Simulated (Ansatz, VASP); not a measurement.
**One calculation of AlIn2Sb2As, two programs**

```xyz
6
Lattice="-2.0739 2.0739 10.9673 2.0739 -2.0739 10.9673 2.0739 2.0739 -10.9673" Properties=species:S:1:pos:R:3 pbc="T T T"
Al    0.0000    0.0000   10.9673
In    0.0000    0.0000    2.8606
In    0.0000    0.0000   19.0740
Sb    0.0000    2.0739    5.4836
Sb    2.0739    0.0000    5.4836
As    0.0000    0.0000    0.0000
```

Change from the starting cell: species swapped into the LaB2Pd2C type (I4/mmm, No. 139).

Alike in both runs: functional PBE; k mesh 6 × 6 × 6; occupations gaussian, width 0.1 eV; no spin polarisation.

Ansatz relaxed the structure, and its values are those at the end. VASP's run is a single point on that final structure, the one shown.

|  | VASP | Ansatz |
| --- | --- | --- |
| version | VASP 6.6.1 | Ansatz 0.2.0 |
| potentials or method | VASP PAW PBE potentials, release 64 (Al, In_d, Sb, As), cutoff 520 eV | scalar-relativistic, plane waves, PAW |
| valence electrons in the cell | 44 | 74 |

|  | VASP | Ansatz | Ansatz less VASP |
| --- | --- | --- | --- |
| gap on the k mesh at the Fermi level (eV) | none | none | - |
| pressure (GPa) | 0.1 | 0.1 | -0.02 |
| rms of the force components (eV/Å) | 0.006 | 0.007 | +0.0006 |

A gap of «none» marks a metal or a gap that the smearing closes. With one functional, cell and mesh, what is left measures potentials, basis and numerics. VASP's potentials hold 44 valence electrons a cell and Ansatz's 74, so a difference there can come from the potentials and not from the codes.

Spin-orbit coupling is off throughout.
